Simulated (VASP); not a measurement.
## H: single point with LDA

H:

```
H
1.0
     2.62348   -2.56690    0.00000
     2.62348    2.56690    0.00000
     0.00000    0.00000    4.14182
H
4
Direct
  0.89612 0.98953 0.10472
  0.45330 0.54670 0.43149
  0.54670 0.45330 0.56851
  0.04670 0.95330 0.93149
```

This cell differs from its parent crystal: atom 1 (H) moved by (-0.300, +0.150) A along x and z.

```
Program             : VASP 6.6.1
Task                : single point
Functional          : LDA
Potentials or basis : VASP PAW LDA potentials, release 64 (H)
Cutoff              : 520 eV
k mesh              : 6 × 6 × 6
Occupations         : gaussian, width 0.05 eV
Spin                : no spin polarisation
```

```
Pressure               : -2.7 GPa
Largest force          : 2.957 eV/Å
Band gap on the k mesh : 7.34 eV, indirect (least direct gap 7.73 eV)
```

Forces on the atoms (eV/Å):
```
H    0.975 -1.548 -2.323
H   -0.010  0.608 -0.723
H    0.009 -0.606  0.724
H   -0.974  1.546  2.322
```

Stress tensor (GPa, compression positive):
```
-1.58  1.34  2.03
 1.34 -2.16 -4.16
 2.03 -4.16 -4.37
```

Levels at points of the mesh, in eV from the valence-band top:
| k point | band 1 | band 2 | band 3 | band 4 | band 5 |
| --- | --- | --- | --- | --- | --- |
| (0.00, 0.00, 0.00) | -2.29 | 0.00 | 9.65 | 11.94 | 12.02 |
| (0.50, 0.00, 0.00) | -1.38 | -0.59 | 8.79 | 10.01 | 12.47 |
| (0.00, 0.50, 0.00) | -1.36 | -0.66 | 9.71 | 10.28 | 11.16 |
| (0.50, 0.50, 0.00) | -1.07 | -0.27 | 8.08 | 9.14 | 12.60 |
| (0.00, 0.00, 0.50) | -1.53 | -0.81 | 8.73 | 9.79 | 14.20 |
| (0.50, 0.00, 0.50) | -1.20 | -0.38 | 7.34 | 8.09 | 14.41 |
| (0.00, 0.50, 0.50) | -1.19 | -0.45 | 7.57 | 8.30 | 14.22 |
| (0.50, 0.50, 0.50) | -0.95 | -0.12 | 8.87 | 9.97 | 11.27 |

Run time: 35 s on 1 thread of Intel(R) Xeon(R) Platinum 8488C (Sapphire Rapids) (shared host), peak memory 0.16 GiB.

Caveat: the cell differs from its parent crystal (atom 1 (H) moved by (-0.300, +0.150) A along x and z); forces of over 1 eV/Å act on the atoms, so gaps and moduli don't describe the material at rest. A k mesh can miss the band edges.
